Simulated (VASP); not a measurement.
The system is CdTe.

```
CELL_PARAMETERS angstrom
0.00000 3.26786 3.26786
3.26786 0.00000 3.26786
3.26786 3.26786 0.00000
ATOMIC_POSITIONS crystal
Te 0.75000 0.75000 0.75000
Cd 0.00000 0.00000 0.00000
```

This cell differs from its parent crystal: volume scaled by 1.06.

Program: VASP 6.6.1. Alike in all runs: task single point; potentials or basis VASP PAW PBE potentials, release 64 (Te, Cd); cell as given; k mesh 7 × 7 × 7; cutoff (eV) 520.

Problem. Order these runs on this cell by their pressure, lowest first.
A. level RPBE+D3(BJ); spin off; smearing fermi-dirac 0.05 eV
B. level PBE; spin off; smearing fermi-dirac 0.05 eV
C. level revPBE+D3(BJ); spin collinear, ferromagnetic start; smearing tetrahedron

Solution. A (-4.9 GPa), C (-0.7 GPa), B (1.6 GPa).

Caveats: the PAW data sets were made with another functional, which shifts forces and pressure a little (some runs); three body term missing (some runs).
